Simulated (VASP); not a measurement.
Al, 4 atoms in the cell. The structure is hexagonal, space group P6_3/mmc (No. 194). Conventional cell: a = 2.957 Å, b = 2.957 Å, c = 9.986 Å, α = 90.00°, β = 90.00°, γ = 120.00°. Al (site symmetry -3m) has 12 Al at 2.96 to 3.02 Å within 3.9 Å. Within 3.9 Å of Al (site symmetry -6m2) lie 12 Al at 2.96 to 3.02 Å. This isn't the form of Al at room conditions, which is fcc.

| Item | Value |
| --- | --- |
| Program | VASP 6.6.1 |
| Task | single point |
| Functional | BLYP |
| Potentials or basis | VASP PAW PBE potentials, release 64 (Al) |
| Cutoff | 520 eV |
| k mesh | 14 × 14 × 4 |
| Occupations | fermi-dirac, width 0.1 eV |
| Spin | no spin polarisation |
| Dipole correction | no |
| Further INCAR settings | ALGO = Normal; EDIFF = 1e-06; NBANDS = 14 |

Potentials or basis: VASP PAW PBE potentials, release 64 (Al).

The run is started by

```bash
$ cat potpaw_PBE.64/Al/POTCAR > POTCAR
$ mpirun -np 1 vasp_std > vasp.out
```

Hardware: 1 thread of Intel Xeon 8259CL, on a shared host.

Q: Estimate the wall time of this run.

A: Wall time 99 s on 1 thread of Intel Xeon 8259CL, on a shared host, peak memory 0.22 GiB. Counts: scf iterations 11, k points 72.
